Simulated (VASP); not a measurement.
Write the native input for VASP 6.6.1 that does the following.

```
Task                   : single point
Functional             : PBE
Potentials or basis    : VASP PAW PBE potentials, release 64 (Cd, S)
Cutoff                 : 520 eV
k mesh                 : 8 × 8 × 8
Occupations            : gaussian, width 0.01 eV
Spin                   : no spin polarisation
Dipole correction      : no
Further INCAR settings : ALGO = Normal; EDIFF = 1e-07; NBANDS = 16
```

The structure of CdS lies in POSCAR:

```
CdS
1.0
    0.0000000000      2.9392148430      2.9392148430
    2.9392148430      0.0000000000      2.9392148430
    2.9392148430      2.9392148430      0.0000000000
Cd S
1 1
Direct
    0.0000000000      0.0000000000      0.0000000000
    0.2500000000      0.2500000000      0.2500000000
```

One way to write it, as run:

INCAR

```
PREC = Accurate
ENCUT = 520
EDIFF = 1E-7
ISMEAR = 0
SIGMA = 0.01
LREAL = F
LASPH = T
NELM = 60
ALGO = Normal
ISIF = 2
LWAVE = F
LCHARG = T
GGA = PE
LELF = T
LVHAR = T
NBANDS = 16
```

KPOINTS

```
regular mesh
0
Gamma
  8 8 8
```

Potentials or basis: VASP PAW PBE potentials, release 64 (Cd, S).

Launch:

```bash
$ cat potpaw_PBE.64/Cd/POTCAR potpaw_PBE.64/S/POTCAR > POTCAR
$ mpirun -np 1 vasp_std > vasp.out
```

It gave:

* Pressure: 1.7 GPa
* Band gap on the k mesh: 1.10 eV, direct

Wall time 18 s on 1 thread of Intel(R) Xeon(R) Platinum 8259CL CPU @ 2.50GHz (Skylake/Cascade Lake) (shared host), peak memory 0.18 GiB.
